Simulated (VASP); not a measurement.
Crystal: Ti3CuBr.

```
CELL_PARAMETERS angstrom
4.40803 0.00000 0.00000
0.00000 4.40803 0.00000
0.00000 0.00000 4.40803
ATOMIC_POSITIONS crystal
Ti 0.00000 0.50000 0.50000
Ti 0.50000 0.50000 0.00000
Ti 0.50000 0.00000 0.50000
Cu 0.50000 0.50000 0.50000
Br 0.00000 0.00000 0.00000
```

The cell was generated, and may not be a known phase.

```yaml
Program: VASP 6.6.1
Task: relaxation of cell and atoms
Functional: PBE
Potentials_or_basis: VASP PAW PBE potentials, release 64 (Ti_sv, Cu, Br)
Cutoff: 600 eV
k_mesh: 4 × 4 × 4
Occupations: gaussian, width 0.1 eV
Spin: collinear spin
Starting_moments: "[1.0, 1.0, 1.0, 1.0, 0.0] μB"
```

At the start: pressure 20.4 GPa; volume 17.13 Å³/atom.

Task: Where does the relaxation end?

Result: Over 3 steps the energy falls by 196.5 meV/atom and the volume is 20.76 Å³/atom (+21.2 %); space group Pm-3m (No. 221, to 0.1 Å) before and after; moment 0.00 μB per cell.

Step by step:
```tsv
step	energy change (eV)	largest force (eV/Å)	pressure (GPa)	volume (Å³)
1	0.0000	0.0000	20.40	85.65
2	-0.7370	0.0000	-6.06	115.63
3	-0.9824	0.0000	0.09	103.79
```

Final structure:
```xyz
5
Lattice="4.6995 0.0000 0.0000 0.0000 4.6995 0.0000 0.0000 0.0000 4.6995" Properties=species:S:1:pos:R:3 pbc="T T T"
Ti    0.0000    2.3497    2.3497
Ti    2.3497    2.3497    0.0000
Ti    2.3497    0.0000    2.3497
Cu    2.3497    2.3497    2.3497
Br    0.0000    0.0000    0.0000
```

Caveat: the volume moved by over 15 % at a fixed basis, so the end points are rough.
